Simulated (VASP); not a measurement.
# Au (I4/mmm) in VASP: further runs, part 2 of 2

VASP 6.6.1. The steps go on from the part before.

## Step 4: Single point, PBEsol (strain -0.040 along x and y, +0.040 along z)

The input, INCAR:

```
SYSTEM = Au
ALGO = Normal ; EDIFF = 1E-6
ENCUT = 520 ; GGA = PS
ISIF = 2 ; ISMEAR = 0
LASPH = .TRUE. ; LCHARG = .FALSE.
LREAL = .FALSE. ; LWAVE = .FALSE.
NBANDS = 12 ; NELM = 100
PREC = Accurate ; SIGMA = 0.15
```

The input, KPOINTS:

```
k-points
0
G
  20 20 20
  0 0 0
```

The input, POSCAR:

```
Au
1.0
    0.0000000000      1.9636800000      2.1273200000
    1.9636800000      0.0000000000      2.1273200000
    1.9636800000      1.9636800000      0.0000000000
Au
1
Direct
    0.0000000000      0.0000000000      0.0000000000
```

Potentials or basis: VASP PAW PBE potentials, release 64 (Au).

Started as:

```console
cat potpaw_PBE.64/Au/POTCAR > POTCAR
mpirun -np 1 vasp_std > vasp.out
```

OUTCAR:

```text
SYSTEM = Au
   EDIFF = 1E-6
   ENCUT = 520
   GGA = PS
   ISIF = 2
   ISMEAR = 0
   LASPH = .TRUE.
   LREAL = .FALSE.
   NELM = 100
   PREC = Accurate

 ion  position               nearest neighbor table
   1  0.000  0.000  0.000-

  LATTYP: Found a body centered tetragonal cell.
 ALAT       =     2.7770628882
 C/A-ratio  =     1.5320646926

  Lattice vectors:

 A1 = (  -1.9636800000,   0.0000000000,   2.1273200000)
[... 538 lines left out ...]
      9      27.3402      0.00000
     10      29.8565      0.00000
     11      32.9496      0.00000
     12      34.6167      0.00000

 [... further k-points ...]

------------------------ aborting loop because EDIFF is reached ----------------------------------------

  FORCE on cell =-STRESS in cart. coord.  units (eV):
  Direction    XX          YY          ZZ          XY          YZ          ZX
  --------------------------------------------------------------------------------------
  -------------------------------------------------------------------------------------
  Total        0.8592764      0.8592764      0.4622979      0.0000000      0.0000000     -0.0000000
  in kB       83.9149281     83.9149281     45.1469298      0.0000000      0.0000000     -0.0000000
  external PRESSURE =      70.9922620 kB  Pullay stress =       0.0000000 kB

 VOLUME and BASIS-vectors are now :
 -----------------------------------------------------------------------------
  energy-cutoff  :      520.00
  volume of cell :       16.41
      direct lattice vectors                 reciprocal lattice vectors
     0.000000000  1.963680000  2.127320000    -0.254623971  0.254623971  0.235037512
     1.963680000  0.000000000  2.127320000     0.254623971 -0.254623971  0.235037512
     1.963680000  1.963680000  0.000000000     0.254623971  0.254623971 -0.235037512

 POSITION                                       TOTAL-FORCE (eV/Angst)
 -----------------------------------------------------------------------------------
      0.00000      0.00000      0.00000        -0.000000      0.000000      0.000000
 -----------------------------------------------------------------------------------
    total drift:                               -0.000000      0.000000      0.000000

  FREE ENERGIE OF THE ION-ELECTRON SYSTEM (eV)
  ---------------------------------------------------
  free  energy   TOTEN  =        -3.9039419283 eV

  energy  without entropy=       -3.9008273066  energy(sigma->0) =       -3.90238462
```

OSZICAR:

```text
N       E                     dE             d eps       ncg     rms          rms(c)
DAV:   1     0.487098102651E+02    0.48710E+02   -0.56112E+03 15992   0.820E+02
DAV:   2    -0.356462817092E+01   -0.52274E+02   -0.49310E+02 18052   0.188E+02
DAV:   3    -0.424321768499E+01   -0.67859E+00   -0.67800E+00 18540   0.207E+01
DAV:   4    -0.424541751948E+01   -0.21998E-02   -0.21997E-02 18284   0.135E+00
DAV:   5    -0.424543271350E+01   -0.15194E-04   -0.15194E-04 18824   0.106E-01    0.108E+01
DAV:   6    -0.393333324791E+01    0.31210E+00   -0.79957E-01 16564   0.727E+00    0.655E+00
DAV:   7    -0.390720358957E+01    0.26130E-01   -0.85193E-02 18420   0.235E+00    0.297E+00
DAV:   8    -0.390395848149E+01    0.32451E-02   -0.25891E-03 17192   0.478E-01    0.330E-01
DAV:   9    -0.390393886308E+01    0.19618E-04   -0.16612E-05 18384   0.379E-02    0.102E-02
DAV:  10    -0.390394187707E+01   -0.30140E-05   -0.12094E-06 18044   0.825E-03    0.933E-04
DAV:  11    -0.390394192831E+01   -0.51241E-07   -0.56535E-08  9932   0.201E-03
   1 F= -.39039419E+01 E0= -.39023846E+01  d E =-.311462E-02
```

Run time: 1.9 min. Hardware: 1 thread of Intel Xeon 8259CL, shared host; peak memory 0.25 GiB.

Results:

| Item | Value |
| --- | --- |
| Free energy | -3.9039 eV |
| Pressure | 7.1 GPa |
| Band gap on the k mesh | zero (an odd number of electrons rules out a gap without spin polarisation) |

Caveat: the cell differs from its parent crystal (strain -0.040 along x and y, +0.040 along z); the cell stands under pressure; the PAW data sets were made with another functional, which shifts forces and pressure a little; spin-orbit coupling is left out, which moves the levels of the heavy elements.

## Step 5: Single point, PBEsol (strain +0.000 along x and y, +0.040 along z)

The input, INCAR:

```
SYSTEM = Au
ALGO = Normal
EDIFF = 1E-7
ENCUT = 520
GGA = PS
ISIF = 2
ISMEAR = 0
LASPH = .TRUE.
LCHARG = .TRUE.
LELF = .TRUE.
LREAL = .FALSE.
LVHAR = .TRUE.
LWAVE = .FALSE.
NBANDS = 12
NELM = 80
PREC = Accurate
SIGMA = 0.15
```

KPOINTS is that of step 4.

The input, POSCAR:

```
Au
1.0
    0.0000000000      2.0455000000      2.1273200000
    2.0455000000      0.0000000000      2.1273200000
    2.0455000000      2.0455000000      0.0000000000
Au
1
Direct
    0.0000000000      0.0000000000      0.0000000000
```

Started as:

```console
cat potpaw_PBE.64/Au/POTCAR > POTCAR
mpirun -np 1 vasp_std > vasp.out
```

Run time: 1.9 min. Hardware: 1 thread of Intel Xeon 8259CL, shared host; peak memory 0.26 GiB.

It converged, with:

| Quantity | Value |
| --- | --- |
| Free energy | -3.9060 eV |
| Pressure | -7.1 GPa |
| Band gap on the k mesh | zero (an odd number of electrons rules out a gap without spin polarisation) |

Stress tensor (GPa, compression positive):
```
-6.69  0.00  0.00
 0.00 -6.69  0.00
 0.00  0.00 -7.81
```

Levels at points of the mesh, in eV from the Fermi level:
| k point | band 3 | band 4 | band 5 | band 6 | band 7 | band 8 | band 9 | band 10 |
| --- | --- | --- | --- | --- | --- | --- | --- | --- |
| (0.00, 0.00, 0.00) | -4.32 | -4.32 | -3.21 | -2.84 | 14.59 | 17.92 | 18.50 | 18.50 |
| (0.50, 0.00, 0.00) | -4.31 | -1.98 | -1.83 | -0.80 | 2.85 | 13.90 | 16.45 | 17.22 |
| (0.50, 0.50, 0.00) | -1.93 | -1.63 | -1.63 | 0.68 | 4.84 | 10.30 | 10.30 | 17.12 |
| (0.50, 0.00, 0.50) | -1.96 | -1.74 | -1.47 | 1.31 | 5.71 | 9.61 | 9.65 | 16.54 |

Caveat: the cell differs from its parent crystal (strain +0.000 along x and y, +0.040 along z); the cell stands under tension; the PAW data sets were made with another functional, which shifts forces and pressure a little; spin-orbit coupling is left out, which moves the levels of the heavy elements.

## Step 6: The runs side by side

| cell | gap on the mesh (eV) | pressure (GPa) |
| --- | --- | --- |
| a = 2.836, b = 2.836, c = 2.777 Å, angles 60.7, 60.7, 58.6°, 1 atom | none | 16.2 |
| a = 2.836, b = 2.836, c = 2.893 Å, angles 59.3, 59.3, 61.3°, 1 atom | none | 6.5 |
| a = 2.895, b = 2.895, c = 2.777 Å, angles 61.3, 61.3, 57.3°, 1 atom | none | 7.1 |
| a = 2.951, b = 2.951, c = 2.893 Å, angles 60.7, 60.7, 58.7°, 1 atom | none | -7.1 |

Alike in all rows: task single point; level PBEsol; potentials or basis VASP PAW PBE potentials, release 64 (Au); no spin polarisation; k mesh 20 × 20 × 20; cutoff (eV) 520; smearing gaussian 0.15 eV.

Caveats: the PAW data sets were made with another functional, which shifts forces and pressure a little; spin-orbit coupling is left out, which moves the levels of the heavy elements; the cell stands under pressure (at least some runs); the cell stands under tension (at least some runs).

Absolute energies hang on the potentials; compare differences alone.
